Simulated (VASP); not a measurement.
# Na2Ru (R3m) in VASP: single point with PBE

Aim: the single point of Na2Ru with PBE.

Everything below comes from runs of VASP 6.6.1. Logs are shortened: lines on timing, memory, paths and dates and some standing lists are left out, and cuts for length are marked.

### 1 The cell of the first run

Symmetry: R3m, No. 160, trigonal system. Conventional cell: a = 2.830 Å, b = 2.830 Å, c = 25.264 Å, α = 90.00°, β = 90.00°, γ = 120.00°. Na (site symmetry 3m) has 9 Na at 2.83 to 3.73 Å and 3 Ru at 3.02 Å within 3.8 Å. Within 3.8 Å of Na (site symmetry 3m) lie 9 Na at 2.83 to 3.73 Å and 3 Ru at 3.02 Å. Ru (site symmetry 3m) has 6 Ru at 2.83 Å and 6 Na at 3.02 Å within 3.7 Å.

### 2 Single point, PBE

INCAR reads:

```
SYSTEM = Na2Ru
ALGO     = Fast           ! electronic algorithm
EDIFF    = 1E-7           ! SCF threshold, eV
ENCUT    = 520            ! plane-wave cutoff, eV
GGA      = PE             ! functional
ISIF     = 2              ! what is computed and relaxed
ISMEAR   = 0              ! smearing method
LASPH    = .True.         ! aspherical terms in the spheres
LCHARG   = .True.         ! write CHGCAR
LELF     = .True.         ! ELF
LREAL    = .False.        ! projectors in reciprocal space
LVHAR    = .True.       
LWAVE    = .False.        ! write WAVECAR
NBANDS   = 21             ! bands
NELM     = 60             ! most SCF steps
PREC     = Accurate       ! precision mode
SIGMA    = 0.1            ! smearing width, eV
```

KPOINTS reads:

```
k-points
0
Gamma
  18 18 18
  0 0 0
```

POSCAR reads:

```
Na2Ru
1.0
    1.4152117008      0.8170728565      8.4213135094
   -1.4152117008      0.8170728565      8.4213135094
    0.0000000000     -1.6341457129      8.4213135095
Na Ru
2 1
Direct
    0.2329279980      0.2329279980      0.2329279980
    0.4337588371      0.4337588371      0.4337588371
    0.0000131648      0.0000131648      0.0000131648
```

Potentials or basis: VASP PAW PBE potentials, release 64 (Na_pv, Ru_pv).

On the command line:

```
$ cat potpaw_PBE.64/Na_pv/POTCAR potpaw_PBE.64/Ru_pv/POTCAR > POTCAR
$ mpirun -np 1 vasp_std > vasp.out
```

OUTCAR:

```text
SYSTEM = Na2Ru
   EDIFF = 1E-7
   ENCUT = 520
   GGA = PE
   ISIF = 2
   ISMEAR = 0
   LASPH = .True.
   LREAL = .False.
   NELM = 60
   PREC = Accurate

 ion  position               nearest neighbor table
   1  0.233  0.233  0.233-   3 3.02   3 3.02   3 3.02
   2  0.434  0.434  0.434-   3 3.02   3 3.02   3 3.02
   3  0.000  0.000  0.000-   2 3.02   2 3.02   2 3.02   1 3.02   1 3.02   1 3.02

  LATTYP: Found a trigonal (rhomboedric) cell.
 ALAT       =     8.5784004007
 COS(alpha) =     0.9455672607

  Lattice vectors:

 A1 = (   1.4152117008,   0.8170728565,   8.4213135094)
 A2 = (  -1.4152117008,   0.8170728565,   8.4213135094)
 A3 = (   0.0000000000,  -1.6341457129,   8.4213135095)

Analysis of symmetry for initial positions (statically):
=====================================================================
 Subroutine PRICEL returns:
 Original cell was already a primitive cell.

 Routine SETGRP: Setting up the symmetry group for a
 trigonal (rhombohedral) supercell.

 Subroutine GETGRP returns: Found  6 space group operations
 (whereof  6 operations were pure point group operations)
 out of a pool of 12 trial point group operations.

The static configuration has the point symmetry C_3v.

Analysis of symmetry for dynamics (positions and initial velocities):
=====================================================================
 Subroutine PRICEL returns:
 Original cell was already a primitive cell.

 Routine SETGRP: Setting up the symmetry group for a
 trigonal (rhombohedral) supercell.

 Subroutine GETGRP returns: Found  6 space group operations
 (whereof  6 operations were pure point group operations)
 out of a pool of 12 trial point group operations.

The dynamic configuration has the point symmetry C_3v.

 Subroutine INISYM returns: Found  6 space group operations
 (whereof  6 operations are pure point group operations),
 and found     1 'primitive' translations

----------------------------------------------------------------------------------------

                                     Primitive cell

  volume of cell :      58.4270

  direct lattice vectors                    reciprocal lattice vectors
[... 84 lines left out ...]
   LNONCOLLINEAR =      F non collinear calculations
   LSORBIT =      F    spin-orbit coupling
   LASPH  =      T    aspherical Exc in radial PAW
   ENCUT  =  520.0 eV  38.22 Ry    6.18 a.u.  15.95 15.95 15.95*2*pi/ulx,y,z
   NELM   =     60;   NELMIN=  2; NELMDL= -5     # of ELM steps
   EDIFF  = 0.1E-06   stopping-criterion for ELM
   LREAL  =      F    real-space projection
   EDIFFG = 0.1E-05   stopping-criterion for IOM
   NSW    =      0    number of steps for IOM
   IBRION =     -1    ionic relax: 0-MD 1-quasi-New 2-CG
   NFREE  =      0    steps in history (QN), initial steepest desc. (CG)
   ISIF   =      2    stress and relaxation
   ISYM   =      2    0-nonsym 1-usesym 2-fastsym
   POTIM  = 0.5000    time-step for ionic-motion
   TEBEG  =    0.0;   TEEND  =   0.0 temperature during run
   PSTRESS=    0.0 pullay stress
   NELECT =      28.0000    total number of electrons
   NUPDOWN=      -1.0000    fix difference up-down
   EMIN   =  10.00;   EMAX   =-10.00  energy-range for DOS
   EFERMI =   0.00;   METHOD = LEGACY
   ISMEAR =     0;   SIGMA  =   0.10  broadening in eV -4-tet -1-fermi 0-gaus
   EFERMI_NEDOS =   21; number of points for ismear=-14 and -15
   IALGO  =     68    algorithm
   IMIX   =      4    mixing-type and parameters
     AMIX     =   0.40;   BMIX     =  1.00
     AMIX_MAG =   1.60;   BMIX_MAG =  1.00
  volume/ion in A,a.u.               =      19.48       131.43
  Fermi-wavevector in a.u.,A,eV,Ry     =   1.281120  2.420965 22.330807  1.641268
  Thomas-Fermi vector in A             =   2.413508
   LORBIT       =      0    0 simple, 1 ext, 2 COOP (PROOUT), +10 PAW based schemes
   GGA     = PE    functional components
   LHFCALC =     F    Hartree Fock is set to
   AEXX    =    0.0000 exact exchange contribution
   IVDW    =     0    specifies the selected vdW correction
   LEPSILON=     F    determine dielectric tensor
   LRPA    =     F    only Hartree local field effects (RPA)
 non-spin polarized calculation
 RMM-DIIS sequential band-by-band and
 Gauss-broadening in eV      SIGMA  =   0.10
  energy-cutoff  :      520.00
  volume of cell :       58.43
 maximum number of plane-waves:      1592
   NGX = 31   NGY = 31   NGZ = 31

 number of electron      27.9999992 magnetization

 Free energy of the ion-electron system (eV)
  ---------------------------------------------------
  ext. energy  EPLUGINS =         0.00000000
  ---------------------------------------------------
  free energy    TOTEN  =        -9.84846377 eV

  energy without entropy =       -9.83585977  energy(sigma->0) =       -9.84216177

 E-fermi :   4.2024     XC(G=0):  -9.5282

 val. band max:        4.1958933419   @ k =  -0.3889   0.2778   0.2222
 cond. band min:       4.2052022045   @ k =   0.5000   0.4444   0.1111
 fundamental gap:      0.0093088626
 Fermi energy:         4.2023712694

 k-point     1 :       0.0000    0.0000    0.0000
  band No.  band energies     occupation
      1     -37.8314      2.00000
      2     -37.7569      2.00000
      3     -37.7569      2.00000
      4     -20.4436      2.00000
      5     -20.4135      2.00000
      6     -20.3798      2.00000
[... 565 lines left out ...]
     20      13.8132      0.00000
     21      14.9137      0.00000

 [... further k-points ...]

------------------------ aborting loop because EDIFF is reached ----------------------------------------

  FORCE on cell =-STRESS in cart. coord.  units (eV):
  Direction    XX          YY          ZZ          XY          YZ          ZX
  --------------------------------------------------------------------------------------
  -------------------------------------------------------------------------------------
  Total        0.0000308      0.0000308      0.0139970     -0.0000000      0.0000000      0.0000000
  in kB        0.0008446      0.0008446      0.3838254     -0.0000000      0.0000000      0.0000000
  external PRESSURE =       0.1285048 kB  Pullay stress =       0.0000000 kB

 VOLUME and BASIS-vectors are now :
 -----------------------------------------------------------------------------
  energy-cutoff  :      520.00
  volume of cell :       58.43
      direct lattice vectors                 reciprocal lattice vectors
     1.415211701  0.817072857  8.421313509     0.353304032  0.203980178  0.039582107
    -1.415211701  0.817072857  8.421313509    -0.353304032  0.203980178  0.039582107
     0.000000000 -1.634145713  8.421313509     0.000000000 -0.407960356  0.039582107

 POSITION                                       TOTAL-FORCE (eV/Angst)
 -----------------------------------------------------------------------------------
      0.00000      0.00000      5.88468         0.000000     -0.000000     -0.003846
      0.00000      0.00000     10.95846         0.000000      0.000000      0.004205
      0.00000      0.00000      0.00033         0.000000     -0.000000     -0.000359
 -----------------------------------------------------------------------------------
    total drift:                                0.000000     -0.000000     -0.000192

  FREE ENERGIE OF THE ION-ELECTRON SYSTEM (eV)
  ---------------------------------------------------
  free  energy   TOTEN  =        -9.8484637665 eV

  energy  without entropy=       -9.8358597651  energy(sigma->0) =       -9.84216177
```

Run time: 57 min. Hardware: 1 thread of Intel Xeon 6975P-C (Granite Rapids), shared host; peak memory 1.1 GiB.

What came out:

* Free energy: -9.8485 eV
* Pressure: 0.0 GPa
* Largest force: 0.004 eV/Å
* Band gap on the k mesh: zero (bands 14 and 15 overlap by 2.90 eV)

Forces in eV/Å, atoms in the order of the input:
```
Na   0.000  0.000 -0.004
Na   0.000  0.000  0.004
Ru   0.000  0.000  0.000
```

Levels at points of the mesh, in eV from the Fermi level:
```
           k point  band 10  band 11  band 12  band 13  band 14  band 15  band 16  band 17  band 18  band 19
(0.00, 0.00, 0.00)    -5.27    -3.53    -2.16    -1.63    -1.26    -1.26     0.62     0.62     3.63     5.76
(0.50, 0.00, 0.00)    -3.69    -2.73    -0.84     0.00     1.55     1.84     2.66     2.78     4.30     5.54
(0.50, 0.50, 0.00)    -3.69    -2.73    -0.83     0.00     1.64     1.84     2.23     2.98     4.85     5.14
(0.50, 0.50, 0.50)    -5.14    -3.73    -2.84    -1.26    -1.26    -0.02     0.62     0.62     1.73     7.86
```
